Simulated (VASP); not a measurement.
# Mg (Im-3m) in VASP: further runs

Mg is run at these levels: PBE exchange alone, HSE06+D3(BJ), BLYP+D4; tasks: single point.

Program: VASP 6.6.1. These are calculated values, not measurements. Logs are shortened: lines on timing, memory, paths and dates and some standing lists are left out, and cuts for length are marked.

### 1 The cell of the first run

The structure is cubic, space group Im-3m (No. 229). The conventional cell has a = 3.546 Å, b = 3.546 Å, c = 3.546 Å, α = 90.00°, β = 90.00°, γ = 90.00°. Within 4.0 Å of Mg (site symmetry m-3m) lie 14 Mg at 3.07 to 3.55 Å.

This isn't the form of Mg at room conditions, which is hcp.

### 2 Single point, PBE exchange alone

INCAR reads:

```
SYSTEM = Mg
PREC     = Accurate       ! precision mode
ENCUT    = 520            ! plane-wave cutoff, eV
EDIFF    = 1E-6           ! SCF threshold, eV
ISMEAR   = -1             ! smearing method
SIGMA    = 0.025          ! smearing width, eV
LREAL    = .FALSE.        ! projectors in reciprocal space
LASPH    = .TRUE.         ! aspherical terms in the spheres
NELM     = 80             ! most SCF steps
ALGO     = Fast           ! electronic algorithm
ISIF     = 2              ! what is computed and relaxed
LWAVE    = .FALSE.        ! write WAVECAR
LCHARG   = .TRUE.         ! write CHGCAR
GGA      = PE             ! functional
ALDAC    = 0.0          
AGGAC    = 0.0          
LELF     = .TRUE.         ! ELF
LVHAR    = .TRUE.       
NBANDS   = 7              ! bands
```

KPOINTS reads:

```
Automatic mesh
0
G
  11 11 11
  0 0 0
```

POSCAR reads:

```
Mg
1.0
   -1.7727644967      1.7727644967      1.7727644967
    1.7727644967     -1.7727644967      1.7727644967
    1.7727644967      1.7727644967     -1.7727644967
Mg
1
Direct
    0.0000000000      0.0000000000      0.0000000000
```

Potentials or basis: VASP PAW PBE potentials, release 64 (Mg).

On the command line:

```sh
$ cat potpaw_PBE.64/Mg/POTCAR > POTCAR
$ mpirun -np 1 vasp_std > vasp.out
```

OUTCAR:

```text
SYSTEM = Mg
   PREC = Accurate
   ENCUT = 520
   EDIFF = 1E-6
   ISMEAR = -1
   LREAL = .FALSE.
   LASPH = .TRUE.
   NELM = 80
   ISIF = 2
   GGA = PE

 ion  position               nearest neighbor table
   1  0.000  0.000  0.000-

  LATTYP: Found a body centered cubic cell.
 ALAT       =     3.5455289934

  Lattice vectors:

 A1 = (  -1.7727644967,   1.7727644967,   1.7727644967)
 A2 = (   1.7727644967,  -1.7727644967,   1.7727644967)
 A3 = (   1.7727644967,   1.7727644967,  -1.7727644967)

Analysis of symmetry for initial positions (statically):
=====================================================================
 Subroutine PRICEL returns:
 Original cell was already a primitive cell.

 Routine SETGRP: Setting up the symmetry group for a
 body centered cubic supercell.

 Subroutine GETGRP returns: Found 48 space group operations
 (whereof 48 operations were pure point group operations)
 out of a pool of 48 trial point group operations.

The static configuration has the point symmetry O_h .

Analysis of symmetry for dynamics (positions and initial velocities):
=====================================================================
 Subroutine PRICEL returns:
 Original cell was already a primitive cell.

 Routine SETGRP: Setting up the symmetry group for a
 body centered cubic supercell.

 Subroutine GETGRP returns: Found 48 space group operations
 (whereof 48 operations were pure point group operations)
 out of a pool of 48 trial point group operations.

The dynamic configuration has the point symmetry O_h .

 Subroutine INISYM returns: Found 48 space group operations
 (whereof 48 operations are pure point group operations),
 and found     1 'primitive' translations

----------------------------------------------------------------------------------------

                                     Primitive cell

  volume of cell :      22.2850

  direct lattice vectors                    reciprocal lattice vectors
    -1.772764497  1.772764497  1.772764497     0.000000000  0.282045360  0.282045360
     1.772764497 -1.772764497  1.772764497     0.282045360  0.000000000  0.282045360
     1.772764497  1.772764497 -1.772764497     0.282045360  0.282045360  0.000000000

  length of vectors
     3.070518178  3.070518178  3.070518178     0.398872373  0.398872373  0.398872373

  position of ions in fractional coordinates (direct lattice)
     0.000000000  0.000000000  0.000000000

  ion indices of the primitive-cell ions
   primitive index   ion index
                 1           1

----------------------------------------------------------------------------------------

 KPOINTS: Automatic mesh

Automatic generation of k-mesh.
 Grid dimensions read from file:
 generate k-points for:   11   11   11

 Generating k-lattice:

  Cartesian coordinates                     Fractional coordinates (reciprocal lattice)
     0.000000000  0.025640487  0.025640487     0.090909091  0.000000000  0.000000000
     0.025640487  0.000000000  0.025640487     0.000000000  0.090909091  0.000000000
     0.025640487  0.025640487  0.000000000     0.000000000  0.000000000  0.090909091

  Length of vectors
     0.036261125  0.036261125  0.036261125

  Shift w.r.t. Gamma in fractional coordinates (k-lattice)
     0.000000000  0.000000000  0.000000000

 Subroutine IBZKPT returns following result:
 ===========================================

 Found     56 irreducible k-points:

 Following reciprocal coordinates:
            Coordinates               Weight
  0.000000  0.000000  0.000000      1.000000
  0.090909  0.000000  0.000000     12.000000
  0.181818  0.000000  0.000000     12.000000
  0.272727  0.000000  0.000000     12.000000
  0.363636  0.000000  0.000000     12.000000
  0.454545  0.000000  0.000000     12.000000
[... 16 lines left out ...]
  0.272727  0.181818  0.090909     48.000000
  0.363636  0.181818  0.090909     24.000000
 [... further k-points ...]
   k-points           NKPTS =     56   k-points in BZ     NKDIM =     56   number of bands    NBANDS=      7
   number of dos      NEDOS =    301   number of ions     NIONS =      1
   total plane-waves  NPLWV =  13824
   dimension x,y,z NGX =    24 NGY =   24 NGZ =   24
   dimension x,y,z NGXF=    48 NGYF=   48 NGZF=   48
   ions per type =               1
   NGX,Y,Z   is equivalent  to a cutoff of  12.99, 12.99, 12.99 a.u.
   NGXF,Y,Z  is equivalent  to a cutoff of  25.99, 25.99, 25.99 a.u.
 SYSTEM =  Mg
   PREC   = accura    normal or accurate (medium, high low for compatibility)
   ISTART =      0    job   : 0-new  1-cont  2-samecut
   ICHARG =      2    charge: 1-file 2-atom 10-const
   ISPIN  =      1    spin polarized calculation?
   LNONCOLLINEAR =      F non collinear calculations
   LSORBIT =      F    spin-orbit coupling
   LASPH  =      T    aspherical Exc in radial PAW
   ENCUT  =  520.0 eV  38.22 Ry    6.18 a.u.   5.71  5.71  5.71*2*pi/ulx,y,z
   NELM   =     80;   NELMIN=  2; NELMDL= -5     # of ELM steps
   EDIFF  = 0.1E-05   stopping-criterion for ELM
   LREAL  =      F    real-space projection
   EDIFFG = 0.1E-04   stopping-criterion for IOM
   NSW    =      0    number of steps for IOM
   IBRION =     -1    ionic relax: 0-MD 1-quasi-New 2-CG
   NFREE  =      0    steps in history (QN), initial steepest desc. (CG)
   ISIF   =      2    stress and relaxation
   ISYM   =      2    0-nonsym 1-usesym 2-fastsym
   POTIM  = 0.5000    time-step for ionic-motion
   TEBEG  =    0.0;   TEEND  =   0.0 temperature during run
   PSTRESS=    0.0 pullay stress
   NELECT =       2.0000    total number of electrons
   NUPDOWN=      -1.0000    fix difference up-down
   EMIN   =  10.00;   EMAX   =-10.00  energy-range for DOS
   EFERMI =   0.00;   METHOD = LEGACY
   ISMEAR =    -1;   SIGMA  =   0.03  broadening in eV -4-tet -1-fermi 0-gaus
   EFERMI_NEDOS =   21; number of points for ismear=-14 and -15
   IALGO  =     68    algorithm
   IMIX   =      4    mixing-type and parameters
     AMIX     =   0.40;   BMIX     =  1.00
     AMIX_MAG =   1.60;   BMIX_MAG =  1.00
  volume/ion in A,a.u.               =      22.29       150.39
  Fermi-wavevector in a.u.,A,eV,Ry     =   0.732960  1.385094  7.309469  0.537231
  Thomas-Fermi vector in A             =   1.825552
   LORBIT       =      0    0 simple, 1 ext, 2 COOP (PROOUT), +10 PAW based schemes
   GGA     = PE    functional components
   LHFCALC =     F    Hartree Fock is set to
   AEXX    =    0.0000 exact exchange contribution
   IVDW    =     0    specifies the selected vdW correction
   LEPSILON=     F    determine dielectric tensor
   LRPA    =     F    only Hartree local field effects (RPA)
 non-spin polarized calculation
 RMM-DIIS sequential band-by-band and
  energy-cutoff  :      520.00
  volume of cell :       22.29
 maximum number of plane-waves:       615
   NGX = 11   NGY = 11   NGZ = 11

 number of electron       2.0000000 magnetization

 Free energy of the ion-electron system (eV)
  ---------------------------------------------------
  ext. energy  EPLUGINS =         0.00000000
  ---------------------------------------------------
  free energy    TOTEN  =        -0.27695058 eV

  energy without entropy =       -0.27630482  energy(sigma->0) =       -0.27662770

 E-fermi :   4.1185     XC(G=0):  -7.2704

 val. band max:        4.0904094355   @ k =   0.3636   0.1818   0.0909
 cond. band min:       4.2239461673   @ k =  -0.4545   0.4545   0.0909
 fundamental gap:      0.1335367317
 Fermi energy:         4.1184804288

 k-point     1 :       0.0000    0.0000    0.0000
  band No.  band energies     occupation
      1      -2.9357      2.00000
      2      17.3062      0.00000
      3      17.3062      0.00000
      4      17.3062      0.00000
      5      19.4185      0.00000
      6      19.4229      0.00000
      7      19.5419      0.00000

 k-point     2 :       0.0909    0.0000    0.0000
  band No.  band energies     occupation
      1      -2.7371      2.00000
      2      15.2993      0.00000
      3      16.4447      0.00000
      4      16.5239      0.00000
      5      17.9878      0.00000
      6      18.4019      0.00000
      7      19.7952      0.00000

 k-point     3 :       0.1818    0.0000    0.0000
  band No.  band energies     occupation
      1      -2.1440      2.00000
      2      12.1338      0.00000
      3      15.1262      0.00000
      4      15.4332      0.00000
      5      16.6374      0.00000
      6      17.6254      0.00000
      7      20.3713      0.00000

 k-point     4 :       0.2727    0.0000    0.0000
  band No.  band energies     occupation
      1      -1.1638      2.00000
      2       9.1313      0.00000
      3      14.0368      0.00000
      4      14.5658      0.00000
      5      15.6126      0.00000
      6      16.8285      0.00000
      7      21.3671      0.00000

 k-point     5 :       0.3636    0.0000    0.0000
  band No.  band energies     occupation
      1       0.1908      2.00000
      2       6.4168      0.00000
      3      13.2895      0.00000
      4      13.9816      0.00000
      5      14.9292      0.00000
      6      16.1996      0.00000
      7      22.2654      0.00000
[... 161 lines left out ...]
 k-point    22 :       0.1818    0.1818    0.0909
  band No.  band energies     occupation
      1       0.3824      2.00000
      2       8.1965      0.00000
      3       8.9133      0.00000
      4      10.9987      0.00000
      5      20.1524      0.00000
      6      20.6324      0.00000
      7      22.3090      0.00000

 k-point    23 :       0.2727    0.1818    0.0909
  band No.  band energies     occupation
      1       1.8974      2.00000
      2       5.9902      0.00000
      3       8.1021      0.00000
      4      10.4137      0.00000
      5      19.9964      0.00000
      6      21.2994      0.00000
      7      22.5878      0.00000

 k-point    24 :       0.3636    0.1818    0.0909
  band No.  band energies     occupation
      1       3.4904      2.00000
      2       4.0904      1.50903
      3       7.8990      0.00000
      4      10.2241      0.00000
      5      19.8663      0.00000
      6      21.4703      0.00000
      7      23.1877      0.00000

 [... further k-points ...]
[... 5 lines left out ...]
  --------------------------------------------------------------------------------------
  -------------------------------------------------------------------------------------
  Total        0.7019279      0.7019279      0.7019279      0.0000000      0.0000000      0.0000000
  in kB       50.4649637     50.4649637     50.4649637      0.0000000      0.0000000      0.0000000
  external PRESSURE =      50.4649637 kB  Pullay stress =       0.0000000 kB

 VOLUME and BASIS-vectors are now :
 -----------------------------------------------------------------------------
  energy-cutoff  :      520.00
  volume of cell :       22.29
      direct lattice vectors                 reciprocal lattice vectors
    -1.772764497  1.772764497  1.772764497     0.000000000  0.282045360  0.282045360
     1.772764497 -1.772764497  1.772764497     0.282045360  0.000000000  0.282045360
     1.772764497  1.772764497 -1.772764497     0.282045360  0.282045360  0.000000000

 POSITION                                       TOTAL-FORCE (eV/Angst)
 -----------------------------------------------------------------------------------
      0.00000      0.00000      0.00000         0.000000      0.000000      0.000000
 -----------------------------------------------------------------------------------
    total drift:                                0.000000      0.000000      0.000000

  FREE ENERGIE OF THE ION-ELECTRON SYSTEM (eV)
  ---------------------------------------------------
  free  energy   TOTEN  =        -0.2769505799 eV

  energy  without entropy=       -0.2763048152  energy(sigma->0) =       -0.27662770
```

Run time: 7.9 s. Hardware: 1 thread of Intel Xeon Platinum 8259CL at 2.50GHz (Skylake/Cascade Lake), shared host; peak memory 0.14 GiB.

What came out:

| Property | Result |
| --- | --- |
| Free energy | -0.2770 eV |
| Pressure | 5.0 GPa |
| Band gap on the k mesh | zero (bands 1 and 2 overlap by 3.08 eV) |

Caveat: the cell stands under pressure.

### 3 Single point, HSE06+D3(BJ)

POSCAR is that of step 2.

INCAR.step1 reads:

```
SYSTEM = Mg
PREC = Accurate
ENCUT = 520
EDIFF = 1E-5
ISMEAR = -1
SIGMA = 0.01
LREAL = .FALSE.
LASPH = .TRUE.
NELM = 100
ALGO = Normal
ISIF = 2
LWAVE = .TRUE.
LCHARG = .FALSE.
GGA = PE
NBANDS = 7
```

INCAR.step2 reads:

```
SYSTEM = Mg
PREC = Accurate
ENCUT = 520
EDIFF = 1E-6
ISMEAR = -1
SIGMA = 0.01
LREAL = .FALSE.
LASPH = .TRUE.
NELM = 100
ALGO = Normal
ISIF = 2
LWAVE = .FALSE.
LCHARG = .FALSE.
GGA = PE
LHFCALC = .TRUE.
HFSCREEN = 0.2079
PRECFOCK = Normal
IVDW = 12
VDW_S6 = 1.0
VDW_S8 = 2.31
VDW_A1 = 0.383
VDW_A2 = 5.685
ISTART = 1
NBANDS = 7
```

KPOINTS reads:

```
regular mesh
0
G
  7 7 7
  0 0 0
```

Potentials or basis: VASP PAW PBE potentials, release 64 (Mg).

On the command line:

```sh
$ cat potpaw_PBE.64/Mg/POTCAR > POTCAR
$ cp INCAR.step1 INCAR
$ mpirun -np 1 vasp_std > vasp.out
$ cp INCAR.step2 INCAR
$ mpirun -np 1 vasp_std > vasp.out
```

Wall time 2.4 min (1 thread of Intel Xeon Platinum 8259CL at 2.50GHz (Skylake/Cascade Lake), shared host); peak memory 0.25 GiB.

Results (log left out):

| Quantity | Value |
| --- | --- |
| Free energy | -1.8923 eV |
| Pressure | -2.1 GPa |
| Band gap on the k mesh | zero (bands 1 and 2 overlap by 3.29 eV) |
| Dispersion energy per atom | -0.364 eV |

Levels at points of the mesh, in eV from the Fermi level:
```tsv
k point	band 1	band 2	band 3	band 4
(0.00, 0.00, 0.00)	-7.84	14.44	14.44	14.44
```

Caveat: three body term missing; the PAW data sets were made with another functional, which shifts forces and pressure a little.

### 4 Single point, BLYP+D4

INCAR reads:

```
SYSTEM = Mg
  PREC = Accurate
  ENCUT = 520
  EDIFF = 1E-6
  ISMEAR = -1
  SIGMA = 0.01
  LREAL = .FALSE.
  LASPH = .TRUE.
  NELM = 80
  ALGO = Fast
  ISIF = 2
  LWAVE = .FALSE.
  LCHARG = .FALSE.
  GGA = B5
  ALDAX = 1.0
  AGGAX = 1.0
  AGGAC = 1.0
  ALDAC = 0.0
  IVDW = 13
  VDW_S6 = 1.0
  VDW_S8 = 2.34076671
  VDW_A1 = 0.44488865
  VDW_A2 = 4.0933009
  NBANDS = 7
  ISYM = 0
```

KPOINTS reads:

```
Automatic mesh
0
G
  11 11 11
  0 0 0
```

POSCAR is that of step 3.

Potentials or basis: VASP PAW PBE potentials, release 64 (Mg).

On the command line:

```sh
$ cat potpaw_PBE.64/Mg/POTCAR > POTCAR
$ mpirun -np 1 vasp_std > vasp.out
```

OUTCAR:

```text
SYSTEM = Mg
   PREC = Accurate
   ENCUT = 520
   EDIFF = 1E-6
   ISMEAR = -1
   LREAL = .FALSE.
   LASPH = .TRUE.
   NELM = 80
   ISIF = 2
   GGA = B5
   IVDW = 13
   ISYM = 0

 ion  position               nearest neighbor table
   1  0.000  0.000  0.000-

IMPORTANT INFORMATION: All symmetrisations will be switched off!
NOSYMM: (Re-)initialisation of all symmetry stuff for point group C_1.

----------------------------------------------------------------------------------------

                                     Primitive cell

  volume of cell :      22.2850

  direct lattice vectors                    reciprocal lattice vectors
    -1.772764497  1.772764497  1.772764497     0.000000000  0.282045360  0.282045360
     1.772764497 -1.772764497  1.772764497     0.282045360  0.000000000  0.282045360
     1.772764497  1.772764497 -1.772764497     0.282045360  0.282045360  0.000000000

  length of vectors
     3.070518178  3.070518178  3.070518178     0.398872373  0.398872373  0.398872373

  position of ions in fractional coordinates (direct lattice)
     0.000000000  0.000000000  0.000000000

  ion indices of the primitive-cell ions
   primitive index   ion index
[... 124 lines left out ...]
 cond. band min:       3.3306042472   @ k =   0.0909   0.4545  -0.4545
 fundamental gap:      0.1437217120
 Fermi energy:         3.1979887693

 k-point     1 :       0.0000    0.0000    0.0000
  band No.  band energies     occupation
      1      -3.8167      2.00000
      2      16.3817      0.00000
      3      16.3817      0.00000
      4      16.3817      0.00000
      5      18.4760      0.00000
      6      18.4760      0.00000
      7      18.4760      0.00000
[... 221 lines left out ...]
 k-point    24 :       0.3636   -0.3636    0.0000
  band No.  band energies     occupation
      1      -0.6919      2.00000
      2       5.5252      0.00000
      3      12.4177      0.00000
      4      12.9995      0.00000
      5      14.0363      0.00000
      6      15.2677      0.00000
      7      21.3118      0.00000

 [... further k-points ...]

------------------------ aborting loop because EDIFF is reached ----------------------------------------

  DFT-D4 for vdW energy calculation

  Edisp (eV):   -0.31606

  FORCE on cell =-STRESS in cart. coord.  units (eV):
  Direction    XX          YY          ZZ          XY          YZ          ZX
  --------------------------------------------------------------------------------------
  -------------------------------------------------------------------------------------
  Total      -0.07666    -0.07666    -0.07666    -0.00000    -0.00000    -0.00000
  in kB      -5.51112    -5.51111    -5.51112    -0.00001    -0.00001    -0.00001
  external pressure =       -5.51 kB  Pullay stress =        0.00 kB

 VOLUME and BASIS-vectors are now :
 -----------------------------------------------------------------------------
  energy-cutoff  :      520.00
  volume of cell :       22.29
      direct lattice vectors                 reciprocal lattice vectors
    -1.772764497  1.772764497  1.772764497     0.000000000  0.282045360  0.282045360
     1.772764497 -1.772764497  1.772764497     0.282045360  0.000000000  0.282045360
     1.772764497  1.772764497 -1.772764497     0.282045360  0.282045360  0.000000000

 POSITION                                       TOTAL-FORCE (eV/Angst)
 -----------------------------------------------------------------------------------
      0.00000      0.00000      0.00000         0.000000      0.000000     -0.000000
 -----------------------------------------------------------------------------------
    total drift:                                0.000000      0.000000     -0.000000

  FREE ENERGIE OF THE ION-ELECTRON SYSTEM (eV)
  ---------------------------------------------------
  free  energy   TOTEN  =        -1.0248509580 eV

  energy  without entropy=       -1.0246438585  energy(sigma->0) =       -1.02474741
```

Run time: 48 s. Hardware: 1 thread of Intel Xeon Platinum 8259CL at 2.50GHz (Skylake/Cascade Lake), shared host; peak memory 0.23 GiB.

Results:

* Free energy: -1.0249 eV
* Pressure: -0.6 GPa
* Band gap on the k mesh: zero (bands 1 and 2 overlap by 3.12 eV)
* Dispersion energy per atom: -0.316 eV

Levels at points of the mesh, in eV from the Fermi level:
| k point | band 1 | band 2 | band 3 | band 4 | band 5 |
| --- | --- | --- | --- | --- | --- |
| (0.00, 0.00, 0.00) | -7.01 | 13.18 | 13.18 | 13.18 | 15.28 |

Caveat: the PAW data sets were made with another functional, which shifts forces and pressure a little.

### 5 Overview

| level | k mesh | smearing | grid for exact exchange (PRECFOCK) | share of exact exchange | screening parameter | gap on the mesh (eV) | pressure (GPa) |
| --- | --- | --- | --- | --- | --- | --- | --- |
| PBE exchange alone | 11 × 11 × 11 | fermi-dirac 0.025 eV | - | - | - | none | 5.0 |
| HSE06+D3(BJ) | 7 × 7 × 7 | fermi-dirac 0.01 eV | Normal | 0.25 | 0.2079 1/Å | none | -2.1 |
| BLYP+D4 | 11 × 11 × 11 | fermi-dirac 0.01 eV | - | - | - | none | -0.6 |

Alike in all rows: task single point; potentials or basis VASP PAW PBE potentials, release 64 (Mg); no spin polarisation; cell as given; cutoff (eV) 520.

The pressure there spans -2.1 GPa (HSE06+D3(BJ)) to 5.0 GPa (PBE exchange alone); a positive pressure means that this level wants a larger cell, a negative one a smaller.

Caveats: the PAW data sets were made with another functional, which shifts forces and pressure a little (at least some runs); the cell stands under pressure (at least some runs); three body term missing (at least some runs).

Absolute energies hang on the potentials; compare differences alone.
